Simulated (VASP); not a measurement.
# Ni (Fm-3m) in VASP: further runs, part 2 of 2

VASP 6.6.1. The steps go on from the part before.

## Step 4: Equation of state, PBEsol+U, collinear spin, ferromagnetic start

POSCAR.step1

```
Ni
1.0
    0.0000000000      1.6837987141      1.6837987141
    1.6837987141      0.0000000000      1.6837987141
    1.6837987141      1.6837987141      0.0000000000
Ni
1
Direct
    0.0000000000      0.0000000000      0.0000000000
```

POSCAR.step2

```
Ni
1.0
    0.0000000000      1.7021023080      1.7021023080
    1.7021023080      0.0000000000      1.7021023080
    1.7021023080      1.7021023080      0.0000000000
Ni
1
Direct
    0.0000000000      0.0000000000      0.0000000000
```

POSCAR.step3

```
Ni
1.0
    0.0000000000      1.7200204912      1.7200204912
    1.7200204912      0.0000000000      1.7200204912
    1.7200204912      1.7200204912      0.0000000000
Ni
1
Direct
    0.0000000000      0.0000000000      0.0000000000
```

POSCAR.step4

```
Ni
1.0
    0.0000000000      1.7375729330      1.7375729330
    1.7375729330      0.0000000000      1.7375729330
    1.7375729330      1.7375729330      0.0000000000
Ni
1
Direct
    0.0000000000      0.0000000000      0.0000000000
```

POSCAR.step5

```
Ni
1.0
    0.0000000000      1.7547777443      1.7547777443
    1.7547777443      0.0000000000      1.7547777443
    1.7547777443      1.7547777443      0.0000000000
Ni
1
Direct
    0.0000000000      0.0000000000      0.0000000000
```

POSCAR.step6

```
Ni
1.0
    0.0000000000      1.7716516424      1.7716516424
    1.7716516424      0.0000000000      1.7716516424
    1.7716516424      1.7716516424      0.0000000000
Ni
1
Direct
    0.0000000000      0.0000000000      0.0000000000
```

POSCAR.step7

```
Ni
1.0
    0.0000000000      1.7882100941      1.7882100941
    1.7882100941      0.0000000000      1.7882100941
    1.7882100941      1.7882100941      0.0000000000
Ni
1
Direct
    0.0000000000      0.0000000000      0.0000000000
```

INCAR

```
SYSTEM = Ni
GGA = PS ; ISPIN = 2
MAGMOM = 1 ; LORBIT = 11
LDAU = .TRUE. ; LDAUTYPE = 2
LDAUL = 2 ; LDAUU = 3
LDAUJ = 0 ; ISMEAR = 1
SIGMA = 0.05 ; LWAVE = .FALSE.
LCHARG = .FALSE. ; ISIF = 2
NSW = 0 ; PREC = Accurate
LASPH = .TRUE. ; LREAL = .FALSE.
ALGO = Normal ; EDIFF = 1E-7
NELM = 200 ; GGA_COMPAT = .FALSE.
ENCUT = 710 ; LMAXMIX = 4
KPAR = 2
```

KPOINTS

```
Automatic mesh
0
Gamma
  26 26 26
  0 0 0
```

Potentials or basis: VASP PAW PBE potentials, release 64 (Ni).

On the command line:

```sh
cat potpaw_PBE.64/Ni/POTCAR > POTCAR
cp POSCAR.step1 POSCAR
mpirun -np 2 vasp_std > vasp.out
cp POSCAR.step2 POSCAR
mpirun -np 2 vasp_std > vasp.out
cp POSCAR.step3 POSCAR
mpirun -np 2 vasp_std > vasp.out
cp POSCAR.step4 POSCAR
mpirun -np 2 vasp_std > vasp.out
cp POSCAR.step5 POSCAR
mpirun -np 2 vasp_std > vasp.out
cp POSCAR.step6 POSCAR
mpirun -np 2 vasp_std > vasp.out
cp POSCAR.step7 POSCAR
mpirun -np 2 vasp_std > vasp.out
```

OUTCAR:

```text
SYSTEM = Ni
   GGA = PS
   ISPIN = 2
   LORBIT = 11
   ISMEAR = 1
   ISIF = 2
   NSW = 0
   PREC = Accurate
   LASPH = .TRUE.
   LREAL = .FALSE.
   EDIFF = 1E-7
   NELM = 200
   ENCUT = 710

 ion  position               nearest neighbor table
   1  0.000  0.000  0.000-

  LATTYP: Found a face centered cubic cell.
 ALAT       =     3.5764201882

  Lattice vectors:

 A1 = (   0.0000000000,   1.7882100941,   1.7882100941)
 A2 = (   1.7882100941,   0.0000000000,   1.7882100941)
 A3 = (   1.7882100941,   1.7882100941,   0.0000000000)

Analysis of symmetry for initial positions (statically):
=====================================================================
 Subroutine PRICEL returns:
 Original cell was already a primitive cell.

 Routine SETGRP: Setting up the symmetry group for a
 face centered cubic supercell.

 Subroutine GETGRP returns: Found 48 space group operations
 (whereof 48 operations were pure point group operations)
 out of a pool of 48 trial point group operations.

The static configuration has the point symmetry O_h .

[... 506 lines left out ...]
 [... further k-points ...]

 spin component 2

 k-point     1 :       0.0000    0.0000    0.0000
  band No.  band energies     occupation
      1      -0.2429      1.00000
      2       6.7935      1.00000
      3       6.7935      1.00000
      4       6.7935      1.00000
      5       7.0784      1.00000
      6       7.0784      1.00000
      7      31.5782      0.00000
      8      35.2164      0.00000
      9      35.2164      0.00000
     10      35.2164      0.00000
[... 287 lines left out ...]
 k-point    24 :       0.3846    0.0385    0.0000
  band No.  band energies     occupation
      1       3.6885      1.00000
      2       6.2789      1.00000
      3       6.3719      1.00000
      4       6.8181      1.00000
      5       8.1419      1.02664
      6       8.1438      1.02835
      7      17.1912      0.00000
      8      30.2422      0.00000
      9      31.2254      0.00000
     10      33.0680      0.00000

 [... further k-points ...]
[... 5 lines left out ...]
  --------------------------------------------------------------------------------------
  -------------------------------------------------------------------------------------
  Total       -1.4758957     -1.4758957     -1.4758957     -0.0000000      0.0000000      0.0000000
  in kB     -206.7667167   -206.7667167   -206.7667167     -0.0000000      0.0000000      0.0000000
  external PRESSURE =    -206.7667167 kB  Pullay stress =       0.0000000 kB

 VOLUME and BASIS-vectors are now :
 -----------------------------------------------------------------------------
  energy-cutoff  :      710.00
  volume of cell :       11.44
      direct lattice vectors                 reciprocal lattice vectors
     0.000000000  1.788210094  1.788210094    -0.279609203  0.279609203  0.279609203
     1.788210094  0.000000000  1.788210094     0.279609203 -0.279609203  0.279609203
     1.788210094  1.788210094  0.000000000     0.279609203  0.279609203 -0.279609203

 POSITION                                       TOTAL-FORCE (eV/Angst)
 -----------------------------------------------------------------------------------
      0.00000      0.00000      0.00000         0.000000      0.000000      0.000000
 -----------------------------------------------------------------------------------
    total drift:                               -0.000000      0.000000     -0.000000

  FREE ENERGIE OF THE ION-ELECTRON SYSTEM (eV)
  ---------------------------------------------------
  free  energy   TOTEN  =        -4.1592515513 eV

  energy  without entropy=       -4.1593863325  energy(sigma->0) =       -4.15929648

 total charge

# of ion       s       p       d       tot
------------------------------------------
    1        0.470   0.426   8.399   9.295

 magnetization (x)

# of ion       s       p       d       tot
------------------------------------------
    1       -0.011  -0.038   0.831   0.781
```

OUTCAR.step1:

```text
SYSTEM = Ni
   GGA = PS
   ISPIN = 2
   LORBIT = 11
   ISMEAR = 1
   ISIF = 2
   NSW = 0
   PREC = Accurate
[... 877 lines left out ...]
    total drift:                               -0.000000      0.000000     -0.000000

  FREE ENERGIE OF THE ION-ELECTRON SYSTEM (eV)
  ---------------------------------------------------
  free  energy   TOTEN  =        -4.2474789422 eV

  energy  without entropy=       -4.2474876408  energy(sigma->0) =       -4.24748184

 total charge

# of ion       s       p       d       tot
------------------------------------------
    1        0.548   0.583   8.511   9.642

 magnetization (x)

# of ion       s       p       d       tot
------------------------------------------
    1       -0.011  -0.040   0.721   0.669
```

It took 8.1 min on 2 MPI ranks of Intel Xeon 6975P-C (Granite Rapids), shared host; peak memory 0.26 GiB.

What came out:

```yaml
Equilibrium_volume: 10.02 Å³/atom
Bulk_modulus: 222 GPa
Pressure_derivative_of_the_bulk_modulus: 5.4
```

Energy against volume, from the lowest point:
| volume (Å³/atom) | energy (meV/atom) |
| --- | --- |
| 9.548 | 15.18 |
| 9.862 | 0.10 |
| 10.177 | 0.00 |
| 10.492 | 12.37 |
| 10.807 | 35.07 |
| 11.122 | 65.88 |
| 11.436 | 103.41 |

Caveat: the PAW data sets were made with another functional, which shifts forces and pressure a little; the U is typed as a test and isn't derived for this compound.

## Step 5: Single point, PBE+U, collinear spin, ferromagnetic start

INCAR

```
SYSTEM = Ni
  PREC = Accurate
  ENCUT = 520
  EDIFF = 1E-6
  ISMEAR = -1
  SIGMA = 0.05
  LREAL = .False.
  LASPH = .True.
  NELM = 150
  ALGO = Normal
  ISIF = 2
  LWAVE = .False.
  LCHARG = .False.
  ISPIN = 2
  MAGMOM = 1
  LORBIT = 11
  LMAXMIX = 4
  LDAU = .True.
  LDAUTYPE = 2
  LDAUL = 2
  LDAUU = 2
  LDAUJ = 0
  LDAUPRINT = 1
  GGA = PE
  NBANDS = 15
```

KPOINTS

```
regular mesh
0
Gamma
  10 10 10
  0 0 0
```

POSCAR

```
Ni
1.0
    0.0000000000      1.7375729330      1.7375729330
    1.7375729330      0.0000000000      1.7375729330
    1.7375729330      1.7375729330      0.0000000000
Ni
1
Direct
    0.0000000000      0.0000000000      0.0000000000
```

Potentials or basis: VASP PAW PBE potentials, release 64 (Ni).

On the command line:

```sh
cat potpaw_PBE.64/Ni/POTCAR > POTCAR
mpirun -np 1 vasp_std > vasp.out
```

OUTCAR:

```text
SYSTEM = Ni
   PREC = Accurate
   ENCUT = 520
   EDIFF = 1E-6
   ISMEAR = -1
   LREAL = .False.
   LASPH = .True.
   NELM = 150
   ISIF = 2
   ISPIN = 2
   LORBIT = 11
   GGA = PE

 ion  position               nearest neighbor table
   1  0.000  0.000  0.000-

  LATTYP: Found a face centered cubic cell.
 ALAT       =     3.4751458660

  Lattice vectors:

 A1 = (   0.0000000000,   1.7375729330,   1.7375729330)
 A2 = (   1.7375729330,   0.0000000000,   1.7375729330)
 A3 = (   1.7375729330,   1.7375729330,   0.0000000000)

Analysis of symmetry for initial positions (statically):
=====================================================================
 Subroutine PRICEL returns:
 Original cell was already a primitive cell.

 Routine SETGRP: Setting up the symmetry group for a
 face centered cubic supercell.

 Subroutine GETGRP returns: Found 48 space group operations
 (whereof 48 operations were pure point group operations)
 out of a pool of 48 trial point group operations.

The static configuration has the point symmetry O_h .

Analysis of symmetry for dynamics (positions and initial velocities):
=====================================================================
 Subroutine PRICEL returns:
 Original cell was already a primitive cell.

 Routine SETGRP: Setting up the symmetry group for a
 face centered cubic supercell.

 Subroutine GETGRP returns: Found 48 space group operations
 (whereof 48 operations were pure point group operations)
 out of a pool of 48 trial point group operations.

The dynamic configuration has the point symmetry O_h .

Analysis of structural, dynamic, and magnetic symmetry:
=====================================================================
 Subroutine PRICEL returns:
 Original cell was already a primitive cell.

 Routine SETGRP: Setting up the symmetry group for a
[... 177 lines left out ...]
  o =  0.9269  v =  0.0000  0.0000 -0.9956 -0.0000 -0.0937  0.0000  0.0000  0.0000  0.0000  0.0000      0.0000  0.0000  0.0000  0.0000  0.0000  0.0000  0.0000  0.0000  0.0000  0.0000
  o =  0.9269  v =  0.0000 -0.0000 -0.0937  0.0000  0.9956  0.0000  0.0000  0.0000  0.0000  0.0000      0.0000  0.0000  0.0000  0.0000  0.0000  0.0000  0.0000  0.0000  0.0000  0.0000

 number of electron       9.9999999 magnetization       0.7273267

 Free energy of the ion-electron system (eV)
  ---------------------------------------------------
  ext. energy  EPLUGINS =         0.00000000
  ---------------------------------------------------
  free energy    TOTEN  =        -4.20238078 eV

  energy without entropy =       -4.19171949  energy(sigma->0) =       -4.19705014

 E-fermi :   9.6716     XC(G=0): -13.4390

 val. band max:        9.6487576561   @ k =   0.4000   0.0000   0.0000
 cond. band min:       9.6851517856   @ k =   0.4000   0.1000   0.0000
 fundamental gap:      0.0363941296
 Fermi energy:         9.6715510780

 spin component 1

 k-point     1 :       0.0000    0.0000    0.0000
  band No.  band energies     occupation
      1       0.6541      1.00000
      2       6.6273      1.00000
      3       6.6273      1.00000
      4       6.6273      1.00000
      5       7.9378      1.00000
      6       7.9378      1.00000
      7      33.9604      0.00000
      8      38.1041      0.00000
      9      38.1041      0.00000
     10      38.1041      0.00000
     11      39.9170      0.00000
     12      39.9170      0.00000
[... 841 lines left out ...]
      4       9.0322      1.00000
      5       9.7584      0.14963
      6      10.3501      0.00000
      7      24.1520      0.00000
      8      25.1961      0.00000
      9      27.2272      0.00000
     10      31.4489      0.00000
     11      36.2630      0.00000
     12      50.7213      0.00000
     13      51.3563      0.00000
     14      56.3167      0.00000
     15      57.7167      0.00000

 [... further k-points ...]
[... 5 lines left out ...]
  --------------------------------------------------------------------------------------
  -------------------------------------------------------------------------------------
  Total        0.2611478      0.2611478      0.2611478      0.0000000      0.0000000     -0.0000000
  in kB       39.8784124     39.8784124     39.8784124      0.0000000      0.0000000     -0.0000000
  external PRESSURE =      39.8784124 kB  Pullay stress =       0.0000000 kB

 VOLUME and BASIS-vectors are now :
 -----------------------------------------------------------------------------
  energy-cutoff  :      520.00
  volume of cell :       10.49
      direct lattice vectors                 reciprocal lattice vectors
     0.000000000  1.737572933  1.737572933    -0.287757705  0.287757705  0.287757705
     1.737572933  0.000000000  1.737572933     0.287757705 -0.287757705  0.287757705
     1.737572933  1.737572933  0.000000000     0.287757705  0.287757705 -0.287757705

 POSITION                                       TOTAL-FORCE (eV/Angst)
 -----------------------------------------------------------------------------------
      0.00000      0.00000      0.00000        -0.000000      0.000000     -0.000000
 -----------------------------------------------------------------------------------
    total drift:                                0.000000      0.000000     -0.000000

  FREE ENERGIE OF THE ION-ELECTRON SYSTEM (eV)
  ---------------------------------------------------
  free  energy   TOTEN  =        -4.2023807815 eV

  energy  without entropy=       -4.1917194945  energy(sigma->0) =       -4.19705014

 total charge

# of ion       s       p       d       tot
------------------------------------------
    1        0.507   0.507   8.403   9.418

 magnetization (x)

# of ion       s       p       d       tot
------------------------------------------
    1       -0.007  -0.033   0.784   0.744
```

Wall time 20 s (1 thread of Intel Xeon 8259CL, shared host); peak memory 0.13 GiB.

Results:

```yaml
Free_energy: -4.2024 eV
Pressure: 4.0 GPa
Net_moment: 0.73 μB per cell
Site_moments: Ni +0.74 μB
Valence_electrons_inside_the_program's_atomic_spheres: Ni 9.42
```

Levels at points of the mesh, in eV from the Fermi level:
Spin up:
| k point | band 3 | band 4 | band 5 | band 6 | band 7 | band 8 |
| --- | --- | --- | --- | --- | --- | --- |
| (0.00, 0.00, 0.00) | -3.04 | -3.04 | -1.73 | -1.73 | 24.29 | 28.43 |
| (0.50, 0.00, 0.00) | -2.99 | -1.08 | -1.08 | -0.11 | 5.81 | 22.75 |
| (0.50, 0.50, 0.00) | -0.98 | -0.97 | -0.97 | 2.72 | 9.41 | 15.42 |
Spin down:
| k point | band 1 | band 2 | band 3 | band 4 | band 5 | band 6 | band 7 | band 8 | band 9 |
| --- | --- | --- | --- | --- | --- | --- | --- | --- | --- |
| (0.00, 0.00, 0.00) | -9.07 | -1.68 | -1.68 | -1.68 | -1.01 | -1.01 | 24.07 | 28.38 | 28.38 |
| (0.50, 0.00, 0.00) | -4.52 | -2.08 | -2.08 | -0.19 | 0.15 | 0.15 | 6.54 | 22.57 | 25.66 |
| (0.50, 0.50, 0.00) | -4.80 | -3.72 | -0.23 | 0.54 | 0.54 | 2.66 | 9.72 | 15.42 | 15.42 |

Eigenvalues of the final occupation matrices:
```tsv
site	spin	trace	eigenvalues
site 1 d	1	4.61	0.92 0.92 0.92 0.93 0.93
site 1 d	2	3.82	0.70 0.70 0.70 0.87 0.87
```

Caveat: the cell stands under pressure; the U is typed as a test and isn't derived for this compound. The state reached can hang on the start; a lower one may exist.

## Step 6: Overview

```csv
task,level,U,fixed moment (μB),cell,k mesh,cutoff (eV),smearing,dipole correction,ions in elastic constants,tolerance level,purpose,gap on the mesh (eV),pressure (GPa),moment (μB)
elastic constants,PBEsol,-,1.0,"a = 2.457 Å, angles 60.0°, 1 atom",10 × 10 × 10,600,fermi-dirac 0.05 eV,no,relaxed,-,-,-,-,1.00
single point,RPBE+U,Ni d U = 3.5 eV,-,"a = 2.424 Å, angles 60.0°, 1 atom",13 × 13 × 13,600,tetrahedron,no,-,-,-,none,15.4,0.68
equation of state,PBEsol+U,Ni d U = 3 eV,-,"a = 2.457 Å, angles 60.0°, 1 atom",26 × 26 × 26,710,methfessel-paxton 0.05 eV,-,-,standard,equation of state,-,-,-
single point,PBE+U,Ni d U = 2.0 eV,-,"a = 2.457 Å, angles 60.0°, 1 atom",10 × 10 × 10,520,fermi-dirac 0.05 eV,no,-,-,-,none,4.0,0.73
```

Alike in all rows: potentials or basis VASP PAW PBE potentials, release 64 (Ni); spin collinear, ferromagnetic start.

Caveats: the PAW data sets were made with another functional, which shifts forces and pressure a little (at least some runs); the U is typed as a test and isn't derived for this compound (at least some runs); the cell stands under pressure (at least some runs); the cell is under stress, which shifts elastic constants (at least some runs); the total moment is fixed, so each spin has its own Fermi level (at least some runs).

Absolute energies hang on the potentials; compare differences alone.
